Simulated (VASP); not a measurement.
# PbI2 (P-3m1) in VASP: single point with PBE

Aim: the single point of PbI2 with PBE.

Program: VASP 6.6.1. These are calculated values, not measurements. Logs are shortened: lines on timing, memory, paths and dates and some standing lists are left out, and cuts for length are marked.

### Step 1. The cell of the first run

It takes space group P-3m1 (No. 164, trigonal). The conventional cell has a = 4.555 Å, b = 4.555 Å, c = 6.977 Å, α = 90.00°, β = 90.00°, γ = 120.00°. Within 4.2 Å of Pb (site symmetry -3m) lie 6 I at 3.21 Å. I (site symmetry 3m) has 3 Pb at 3.21 Å within 4.2 Å.

### Step 2. Single point, PBE

INCAR reads:

```
SYSTEM = PbI2
  ALGO = Normal
  EDIFF = 1E-6
  ENCUT = 500
  GGA = PE
  GGA_COMPAT = .FALSE.
  ISIF = 2
  ISMEAR = 0
  LASPH = .TRUE.
  LCHARG = .TRUE.
  LELF = .TRUE.
  LREAL = .FALSE.
  LVHAR = .TRUE.
  LWAVE = .FALSE.
  NBANDS = 21
  NELM = 120
  PREC = Accurate
  SIGMA = 0.01
```

KPOINTS reads:

```
k-points
0
G
  3 3 2
  0 0 0
```

POSCAR reads:

```
PbI2
1.0
    4.5550000000      0.0000000000      0.0000000000
   -2.2775000000      3.9447460000      0.0000000000
    0.0000000000      0.0000000000      6.9770000000
Pb I
1 2
Direct
    0.0000000000      0.0000000000      0.0000000000
    0.3333333333      0.6666666667      0.2650000000
    0.6666666667      0.3333333333      0.7350000000
```

Potentials or basis: VASP PAW PBE potentials, release 64 (Pb_d, I).

Launch:

```
$ cat potpaw_PBE.64/Pb_d/POTCAR potpaw_PBE.64/I/POTCAR > POTCAR
$ mpirun -np 1 vasp_std > vasp.out
```

OUTCAR:

```text
SYSTEM = PbI2
   EDIFF = 1E-6
   ENCUT = 500
   GGA = PE
   ISIF = 2
   ISMEAR = 0
   LASPH = .TRUE.
   LREAL = .FALSE.
   NELM = 120
   PREC = Accurate

 ion  position               nearest neighbor table
   1  0.000  0.000  0.000-   2 3.21   3 3.21   3 3.21   2 3.21   3 3.21   2 3.21
   2  0.333  0.667  0.265-   1 3.21   1 3.21   1 3.21
   3  0.667  0.333  0.735-   1 3.21   1 3.21   1 3.21

  LATTYP: Found a hexagonal cell.
 ALAT       =     4.5550000000
 C/A-ratio  =     1.5317233809

  Lattice vectors:

 A1 = (   4.5550000000,   0.0000000000,   0.0000000000)
 A2 = (  -2.2775000000,   3.9447460000,   0.0000000000)
 A3 = (   0.0000000000,   0.0000000000,   6.9770000000)

Analysis of symmetry for initial positions (statically):
=====================================================================
 Subroutine PRICEL returns:
 Original cell was already a primitive cell.

 Routine SETGRP: Setting up the symmetry group for a
 hexagonal supercell.

 Subroutine GETGRP returns: Found 12 space group operations
 (whereof 12 operations were pure point group operations)
 out of a pool of 24 trial point group operations.

The static configuration has the point symmetry D_3d.

Analysis of symmetry for dynamics (positions and initial velocities):
=====================================================================
 Subroutine PRICEL returns:
 Original cell was already a primitive cell.

 Routine SETGRP: Setting up the symmetry group for a
 hexagonal supercell.

 Subroutine GETGRP returns: Found 12 space group operations
 (whereof 12 operations were pure point group operations)
 out of a pool of 24 trial point group operations.

The dynamic configuration has the point symmetry D_3d.

 Subroutine INISYM returns: Found 12 space group operations
 (whereof 12 operations are pure point group operations),
 and found     1 'primitive' translations

----------------------------------------------------------------------------------------

                                     Primitive cell

  volume of cell :     125.3650

  direct lattice vectors                    reciprocal lattice vectors
     4.555000000  0.000000000  0.000000000     0.219538968  0.126750873  0.000000000
    -2.277500000  3.944746000  0.000000000     0.000000000  0.253501746  0.000000000
     0.000000000  0.000000000  6.977000000     0.000000000  0.000000000  0.143328078

  length of vectors
     4.555000000  4.555000247  6.977000000     0.253501760  0.253501746  0.143328078

[... 62 lines left out ...]
   NELM   =    120;   NELMIN=  2; NELMDL= -5     # of ELM steps
   EDIFF  = 0.1E-05   stopping-criterion for ELM
   LREAL  =      F    real-space projection
   EDIFFG = 0.1E-04   stopping-criterion for IOM
   NSW    =      0    number of steps for IOM
   IBRION =     -1    ionic relax: 0-MD 1-quasi-New 2-CG
   NFREE  =      0    steps in history (QN), initial steepest desc. (CG)
   ISIF   =      2    stress and relaxation
   ISYM   =      2    0-nonsym 1-usesym 2-fastsym
   POTIM  = 0.5000    time-step for ionic-motion
   TEBEG  =    0.0;   TEEND  =   0.0 temperature during run
   PSTRESS=    0.0 pullay stress
   NELECT =      28.0000    total number of electrons
   NUPDOWN=      -1.0000    fix difference up-down
   EMIN   =  10.00;   EMAX   =-10.00  energy-range for DOS
   EFERMI =   0.00;   METHOD = LEGACY
   ISMEAR =     0;   SIGMA  =   0.01  broadening in eV -4-tet -1-fermi 0-gaus
   EFERMI_NEDOS =   21; number of points for ismear=-14 and -15
   IALGO  =     38    algorithm
   IMIX   =      4    mixing-type and parameters
     AMIX     =   0.40;   BMIX     =  1.00
     AMIX_MAG =   1.60;   BMIX_MAG =  1.00
  volume/ion in A,a.u.               =      41.79       282.00
  Fermi-wavevector in a.u.,A,eV,Ry     =   0.993273  1.877014 13.423399  0.986592
  Thomas-Fermi vector in A             =   2.125144
   LORBIT       =      0    0 simple, 1 ext, 2 COOP (PROOUT), +10 PAW based schemes
   GGA     = PE    functional components
   LHFCALC =     F    Hartree Fock is set to
   AEXX    =    0.0000 exact exchange contribution
   IVDW    =     0    specifies the selected vdW correction
   LEPSILON=     F    determine dielectric tensor
   LRPA    =     F    only Hartree local field effects (RPA)
 non-spin polarized calculation
 Gauss-broadening in eV      SIGMA  =   0.01
  energy-cutoff  :      500.00
  volume of cell :      125.36
 maximum number of plane-waves:      3199
 NGX is ok and might be reduce to    36
   NGX = 17   NGY = 17   NGZ = 25

 number of electron      28.0000001 magnetization

 Free energy of the ion-electron system (eV)
  ---------------------------------------------------
  ext. energy  EPLUGINS =         0.00000000
  ---------------------------------------------------
  free energy    TOTEN  =        -8.53539021 eV

  energy without entropy =       -8.53539021  energy(sigma->0) =       -8.53539021

 E-fermi :   2.8070     XC(G=0):  -8.1272

 val. band max:        2.6837633318   @ k =   0.0000   0.0000   0.5000
 cond. band min:       4.8977657941   @ k =   0.0000   0.0000   0.5000
 fundamental gap:      2.2140024622
 Fermi energy:         2.8070431318

 k-point     1 :       0.0000    0.0000    0.0000
  band No.  band energies     occupation
      1     -13.4380      2.00000
      2     -13.4380      2.00000
      3     -13.4288      2.00000
      4     -13.4167      2.00000
      5     -13.4167      2.00000
      6      -9.5385      2.00000
[... 133 lines left out ...]
     20      10.3872      0.00000
     21      10.7928      0.00000

------------------------ aborting loop because EDIFF is reached ----------------------------------------

  FORCE on cell =-STRESS in cart. coord.  units (eV):
  Direction    XX          YY          ZZ          XY          YZ          ZX
  --------------------------------------------------------------------------------------
  -------------------------------------------------------------------------------------
  Total        1.4363863      1.4363865      1.4408949      0.0000000     -0.0000000     -0.0000000
  in kB       18.3571686     18.3571712     18.4147890      0.0000000     -0.0000000     -0.0000000
  external PRESSURE =      18.3763763 kB  Pullay stress =       0.0000000 kB

 VOLUME and BASIS-vectors are now :
 -----------------------------------------------------------------------------
  energy-cutoff  :      500.00
  volume of cell :      125.36
      direct lattice vectors                 reciprocal lattice vectors
     4.555000000  0.000000000  0.000000000     0.219538968  0.126750873  0.000000000
    -2.277500000  3.944746000  0.000000000     0.000000000  0.253501746  0.000000000
     0.000000000  0.000000000  6.977000000     0.000000000  0.000000000  0.143328078

 POSITION                                       TOTAL-FORCE (eV/Angst)
 -----------------------------------------------------------------------------------
      0.00000      0.00000      0.00000         0.000000     -0.000000      0.000000
     -0.00000      2.62983      1.84891        -0.000000      0.000000      0.129594
      2.27750      1.31492      5.12809         0.000000     -0.000000     -0.129594
 -----------------------------------------------------------------------------------
    total drift:                               -0.000000     -0.000000      0.000000

  FREE ENERGIE OF THE ION-ELECTRON SYSTEM (eV)
  ---------------------------------------------------
  free  energy   TOTEN  =        -8.5353902094 eV

  energy  without entropy=       -8.5353902094  energy(sigma->0) =       -8.53539021
```

It took 28 s on 1 thread of Intel Xeon Platinum 8488C (Sapphire Rapids), shared host; peak memory 0.24 GiB.

Results:

```
Free energy            : -8.5354 eV
Pressure               : 1.8 GPa
Largest force          : 0.130 eV/Å
Band gap on the k mesh : 2.21 eV, direct
```

Forces in eV/Å, atoms in the order of the input:
```
Pb   0.000  0.000  0.000
I    0.000  0.000  0.130
I    0.000  0.000 -0.130
```

Levels at points of the mesh, in eV from the valence-band top:
```
           k point  band 11  band 12  band 13  band 14  band 15  band 16  band 17  band 18
(0.00, 0.00, 0.00)    -1.02    -0.93    -0.93    -0.71     2.45     3.36     3.36     6.41
(0.00, 0.00, 0.50)    -1.16    -0.75    -0.75     0.00     2.21     3.17     3.17     6.41
```

Caveat: the k points lie up to 0.53 Å⁻¹ apart; spin-orbit coupling is left out, which moves the levels of the heavy elements; this functional lacks dispersion, which binds the layers, so the pressure and a relaxed spacing across them are unreliable. A k mesh can miss the band edges.
